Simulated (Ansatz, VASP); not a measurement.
BN: VASP beside Ansatz

File INCAR:

```
SYSTEM = BN
PREC     = Accurate       ! precision mode
ENCUT    = 520            ! plane-wave cutoff, eV
EDIFF    = 1E-6           ! SCF threshold, eV
ISMEAR   = 0              ! smearing method
SIGMA    = 0.01           ! smearing width, eV
LREAL    = .False.        ! projectors in reciprocal space
LASPH    = .True.         ! aspherical terms in the spheres
NELM     = 60             ! most SCF steps
ALGO     = Normal         ! electronic algorithm
ISIF     = 2              ! what is computed and relaxed
LWAVE    = .False.        ! write WAVECAR
LCHARG   = .False.        ! write CHGCAR
GGA      = PE             ! functional
NBANDS   = 11             ! bands
```

Contents of KPOINTS:

```
Automatic mesh
0
Gamma
  10 10 10
  0 0 0
```

Contents of POSCAR:

```
BN
1.0
    0.0000000000      1.8312856224      1.8312856224
    1.8312856224      0.0000000000      1.8312856224
    1.8312856224      1.8312856224      0.0000000000
B N
1 1
Direct
    0.0000000000      0.0000000000      0.0000000000
    0.2500000000      0.2500000000      0.2500000000
```

Input for Ansatz:

```yaml
crystal:
  lattice:
    - [0.0, 1.8312856224049705, 1.8312856224049705]
    - [1.8312856224049705, 0.0, 1.8312856224049705]
    - [1.8312856224049705, 1.8312856224049705, 0.0]
  atoms:
    - { symbol: B, position: [0.0, 0.0, 0.0] }
    - { symbol: "N", position: [0.25, 0.25, 0.25] }
basis:
  ecutwfc: 420.0
kpoints:
  mp_grid:
    grid: [10, 10, 10]
hamiltonian:
  xc: pbe
scf:
  max_iter: 85
  occupations:
    method: fixed
output:
  stress: true
```

Alike in both runs: task single point; functional PBE; k mesh 10 × 10 × 10; no spin polarisation.

|  | VASP | Ansatz |
| --- | --- | --- |
| version | VASP 6.6.1 | Ansatz 0.2.0 |
| potentials or method | VASP PAW PBE potentials, release 64 (B, N), cutoff 520 eV | plane waves, PAW |
| occupations | gaussian, width 0.01 eV | fixed |
| valence electrons in the cell | 8 | 8 |

Ansatz gave:

* pressure (GPa): -10.9

Question: Which values does VASP return?

Answer: Pressure (GPa): -10.8.
